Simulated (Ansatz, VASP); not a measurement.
## One calculation of Ge, two programs

File INCAR:

```
PREC = Accurate
ENCUT = 520
EDIFF = 1E-6
ISMEAR = -1
SIGMA = 0.1
LREAL = F
LASPH = T
NELM = 60
ALGO = Normal
ISIF = 2
LWAVE = F
LCHARG = F
NBANDS = 21
```

The input KPOINTS:

```
regular mesh
0
Gamma
  14 14 8
```

Contents of POSCAR:

```
Ge
1.0
    3.0663745718      0.0000000000      0.0000000000
   -1.5331872859      2.6555582767      0.0000000000
    0.0000000000      0.0000000000      4.7605104747
Ge
2
Direct
    0.3333333333      0.6666666667      0.2500000000
    0.6666666667      0.3333333333      0.7500000000
```

Input for Ansatz:

```yaml
crystal:
  lattice:
    - [3.0663745718, 0.0, 0.0]
    - [-1.5331872859, 2.6555582767, 0.0]
    - [0.0, 0.0, 4.7605104747]
  atoms:
    - { symbol: Ge, position: [0.3333333333, 0.6666666667, 0.25] }
    - { symbol: Ge, position: [0.6666666667, 0.3333333333, 0.75] }
hamiltonian:
  xc: lda
  pseudopotentials:
    kind: paw
    azcp:
      Ge: "pseudopotentials/Ge.paw.azcp"
basis:
  ecutwfc: 420
  fft_grid_basis: typed
kpoints:
  mp_grid: { grid: [14, 14, 8], shift: [0, 0, 0] }
magnetization:
  spin_polarized: false
scf:
  occupations: { method: fermi_dirac, width: 0.1 }
  lower_state_search: "off"
output:
  stress: true
  write_density: true
  write_potential: true
  elf: true
  volumetric_format: npy
```

Alike in both runs: task single point; functional LDA; k mesh 14 × 14 × 8; occupations fermi-dirac, width 0.1 eV; no spin polarisation.

```csv
,VASP,Ansatz
version,VASP 6.6.1,Ansatz 0.2.0
potentials or method,"VASP PAW LDA potentials, release 64 (Ge_d), cutoff 520 eV","plane waves (420 eV) with PAW, scalar-relativistic"
valence electrons in the cell,28,28
```

|  | VASP | Ansatz | Ansatz less VASP |
| --- | --- | --- | --- |
| pressure (GPa) | -4.9 | -4.8 | +0.12 |
| traceless stress, the component that is largest in VASP (GPa) | 1.64 | 1.66 | +0.023 |

Ansatz warns that its potentials were made for another functional, while VASP's fit it. LDA's correlation is that of Perdew and Zunger in VASP and of Perdew and Wang (1992) in Ansatz.
